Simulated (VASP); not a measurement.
Runs of VASP 6.6.1 on Ni3Ge. The structure is cubic, space group Pm-3m (No. 221). The conventional cell has a = 3.530 Å, b = 3.530 Å, c = 3.530 Å, α = 90.00°, β = 90.00°, γ = 90.00°. Ni (site symmetry 4/mmm) has 8 Ni at 2.50 Å and 4 Ge at 2.50 Å within 3.3 Å. Within 3.3 Å of Ge (site symmetry m-3m) lie 12 Ni at 2.50 Å. 

| spin | fixed moment (μB) | pressure (GPa) | moment (μB) |
| --- | --- | --- | --- |
| collinear, ferromagnetic start | 3.2 | 9.1 | 3.20 |
| collinear, ferromagnetic start | 2.2 | 4.1 | 2.20 |
| collinear, ferromagnetic start | 5.4 | (b) | 5.40 |
| collinear, ferromagnetic start | 4.3 | (a) | 4.30 |
| collinear, ferromagnetic start | 1.1 | 0.8 | 1.10 |
| collinear, zero start | 0.0 | -0.7 | 0.00 |

Alike in all rows: task single point; level PBEsol; potentials or basis VASP PAW PBE potentials, release 64 (Ni, Ge_d); cell as given; k mesh 7 × 7 × 7; cutoff (eV) 520; smearing fermi-dirac 0.1 eV.

Q: Fill in the values left out.

A: (a) 16.5; (b) 26.0.

Caveats: the PAW data sets were made with another functional, which shifts forces and pressure a little; the total moment is fixed, so each spin has its own Fermi level.
